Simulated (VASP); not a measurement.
# TmI4 (Cmmm) in VASP: further runs, part 2 of 2

VASP 6.6.1. Earlier steps stand in the parts before.

## 4. Single point, PBE

This run uses another cell than the first one, of 44.65 Å³/atom.

INCAR

```
SYSTEM = TmI4
ALGO = Normal ; EDIFF = 1E-6
ENCUT = 500 ; GGA = PE
GGA_COMPAT = .FALSE. ; ISIF = 2
ISMEAR = 0 ; LASPH = .TRUE.
LCHARG = .TRUE. ; LELF = .TRUE.
LMAXMIX = 6 ; LREAL = .FALSE.
LVHAR = .TRUE. ; LWAVE = .FALSE.
NBANDS = 26 ; NELM = 200
PREC = Accurate ; SIGMA = 0.2
```

KPOINTS

```
k-points
0
G
  3 3 4
  0 0 0
```

POSCAR

```
TmI4
1.0
    5.0536386909     -5.2080189602      0.0000000000
    5.0536386909      5.2080189602      0.0000000000
    0.0000000000      0.0000000000      4.2411543257
Tm I
1 4
Direct
    0.0000000000      0.0000000000      0.0000000000
    0.7937793255      0.2062206745      0.5000000000
    0.2062206745      0.7937793255      0.5000000000
    0.2898229470      0.2898229470      0.0000000000
    0.7101770530      0.7101770530      0.0000000000
```

Potentials or basis: VASP PAW PBE potentials, release 64 (Tm_3, I), 4f in core.

Run with:

```console
cat potpaw_PBE.64/Tm_3/POTCAR potpaw_PBE.64/I/POTCAR > POTCAR
mpirun -np 1 vasp_std > vasp.out
```

OUTCAR:

```text
SYSTEM = TmI4
   EDIFF = 1E-6
   ENCUT = 500
   GGA = PE
   ISIF = 2
   ISMEAR = 0
   LASPH = .TRUE.
   LREAL = .FALSE.
   NELM = 200
   PREC = Accurate

 ion  position               nearest neighbor table
   1  0.000  0.000  0.000-   4 2.93   5 2.93   2 3.02   3 3.02   2 3.02   3 3.02
   2  0.794  0.206  0.500-   1 3.02   1 3.02
   3  0.206  0.794  0.500-   1 3.02   1 3.02
   4  0.290  0.290  0.000-   1 2.93
   5  0.710  0.710  0.000-   1 2.93

[... 538 lines left out ...]
  --------------------------------------------------------------------------------------
  -------------------------------------------------------------------------------------
  Total        1.0416906      0.3399215     -0.4393113      0.0000000      0.0000000      0.0000000
  in kB        7.4758146      2.4394867     -3.1527692      0.0000000      0.0000000      0.0000000
  external PRESSURE =       2.2541774 kB  Pullay stress =       0.0000000 kB

 VOLUME and BASIS-vectors are now :
 -----------------------------------------------------------------------------
  energy-cutoff  :      500.00
  volume of cell :      223.25
      direct lattice vectors                 reciprocal lattice vectors
     5.053638691 -5.208018960  0.000000000     0.098938612 -0.096005795  0.000000000
     5.053638691  5.208018960  0.000000000     0.098938612  0.096005795  0.000000000
     0.000000000  0.000000000  4.241154326     0.000000000  0.000000000  0.235784865

 POSITION                                       TOTAL-FORCE (eV/Angst)
 -----------------------------------------------------------------------------------
      0.00000      0.00000      0.00000         0.000000     -0.000000      0.000000
      5.05364     -3.06002      2.12058         0.000000     -0.040421      0.000000
      5.05364      3.06002      2.12058         0.000000      0.040421     -0.000000
      2.92932      0.00000      0.00000         0.071678     -0.000000      0.000000
      7.17796      0.00000      0.00000        -0.071678     -0.000000      0.000000
 -----------------------------------------------------------------------------------
    total drift:                               -0.000000     -0.000000     -0.000000

  FREE ENERGIE OF THE ION-ELECTRON SYSTEM (eV)
  ---------------------------------------------------
  free  energy   TOTEN  =       -15.3950519386 eV

  energy  without entropy=      -15.2763165334  energy(sigma->0) =      -15.33568424
```

OSZICAR:

```text
N       E                     dE             d eps       ncg     rms          rms(c)
DAV:   1     0.264175740548E+03    0.26418E+03   -0.13415E+04   624   0.111E+03
DAV:   2     0.142516091605E+02   -0.24992E+03   -0.24227E+03   832   0.294E+02
DAV:   3    -0.136130428746E+02   -0.27865E+02   -0.27451E+02   752   0.800E+01
DAV:   4    -0.154702260803E+02   -0.18572E+01   -0.18482E+01  1016   0.253E+01
DAV:   5    -0.155070972155E+02   -0.36871E-01   -0.36863E-01   864   0.329E+00    0.215E+01
DAV:   6    -0.153934447266E+02    0.11365E+00   -0.18772E-01  1004   0.293E+00    0.133E+01
DAV:   7    -0.153990291091E+02   -0.55844E-02   -0.26604E-01   952   0.302E+00    0.647E-01
DAV:   8    -0.153948592896E+02    0.41698E-02   -0.38090E-02   904   0.112E+00    0.543E-01
DAV:   9    -0.153950102853E+02   -0.15100E-03   -0.15472E-03   916   0.228E-01    0.435E-01
DAV:  10    -0.153950024241E+02    0.78611E-05   -0.22005E-04   796   0.788E-02    0.333E-01
DAV:  11    -0.153950499245E+02   -0.47500E-04   -0.26284E-04   920   0.934E-02    0.116E-01
DAV:  12    -0.153950483317E+02    0.15928E-05   -0.30433E-05  1020   0.289E-02    0.565E-02
DAV:  13    -0.153950501566E+02   -0.18249E-05   -0.61843E-06   928   0.136E-02    0.131E-02
DAV:  14    -0.153950526983E+02   -0.25417E-05   -0.35266E-06   772   0.117E-02    0.156E-02
DAV:  15    -0.153950519386E+02    0.75969E-06   -0.54250E-07   426   0.479E-03
   1 F= -.15395052E+02 E0= -.15335684E+02  d E =-.118735E+00
```

Run time: 44 s. Hardware: 1 thread of Intel Xeon 6975P-C (Granite Rapids), shared host; peak memory 0.32 GiB.

What came out:

* Free energy: -15.3951 eV
* Pressure: 0.2 GPa
* Largest force: 0.072 eV/Å
* Band gap on the k mesh: zero (an odd number of electrons rules out a gap without spin polarisation)

Forces in eV/Å, atoms in the order of the input:
```
Tm   0.000  0.000  0.000
I    0.000 -0.040  0.000
I    0.000  0.040  0.000
I    0.072  0.000  0.000
I   -0.072  0.000  0.000
```

Levels at points of the mesh, in eV from the Fermi level:
| k point | band 15 | band 16 | band 17 | band 18 | band 19 | band 20 | band 21 | band 22 | band 23 | band 24 |
| --- | --- | --- | --- | --- | --- | --- | --- | --- | --- | --- |
| (0.00, 0.00, 0.00) | -0.13 | -0.02 | 0.02 | 0.21 | 0.26 | 2.51 | 3.98 | 4.11 | 4.59 | 5.17 |
| (0.00, 0.00, 0.50) | -1.12 | -1.01 | -0.74 | -0.71 | -0.55 | 3.69 | 3.84 | 4.46 | 5.10 | 5.98 |

Caveat: the k points lie up to 0.37 Å⁻¹ apart, too coarse for converged energies and pressures of a metal; spin-orbit coupling is left out, which moves the levels of the heavy elements; this functional lacks dispersion, which binds layers or chains, so the pressure and a relaxed spacing across them are unreliable; the 4f electrons are frozen in the core, so they carry no moment and show no levels; an odd number of electrons without spin polarisation forces a metal; a magnetic or distorted state may lie lower; the run has no spin polarisation, though such a crystal can be magnetic. Spin polarisation is off, so any magnetic state and its effect on volume and gap are missing.

## 5. Summary

| cell | k mesh | smearing | gap on the mesh (eV) | pressure (GPa) | largest force (eV/Å) |
| --- | --- | --- | --- | --- | --- |
| a = 7.772, b = 7.772, c = 4.025 Å, angles 90.0, 90.0, 93.0°, 5 atoms, atomic positions A | 4 × 4 × 8 | gaussian 0.1 eV | none | 0.1 | 0.03 |
| a = 7.792, b = 7.792, c = 4.020 Å, angles 90.0, 90.0, 93.4°, 5 atoms, atomic positions B | 4 × 4 × 8 | gaussian 0.1 eV | none | 0.1 | 0.03 |
| a = 7.257, b = 7.257, c = 4.241 Å, angles 90.0, 90.0, 91.7°, 5 atoms, atomic positions C | 3 × 3 × 4 | gaussian 0.2 eV | none | 0.2 | 0.07 |

Alike in all rows: task single point; level PBE; potentials or basis VASP PAW PBE potentials, release 64 (Tm_3, I), 4f in core; no spin polarisation; cutoff (eV) 500.

Caveats: some runs use coarse meshes; spin-orbit coupling is left out, which moves the levels of the heavy elements; this functional lacks dispersion, which binds layers or chains, so the pressure and a relaxed spacing across them are unreliable; the 4f electrons are frozen in the core, so they carry no moment and show no levels; an odd number of electrons without spin polarisation forces a metal; a magnetic or distorted state may lie lower; the run has no spin polarisation, though such a crystal can be magnetic.

Absolute energies hang on the potentials; compare differences alone.
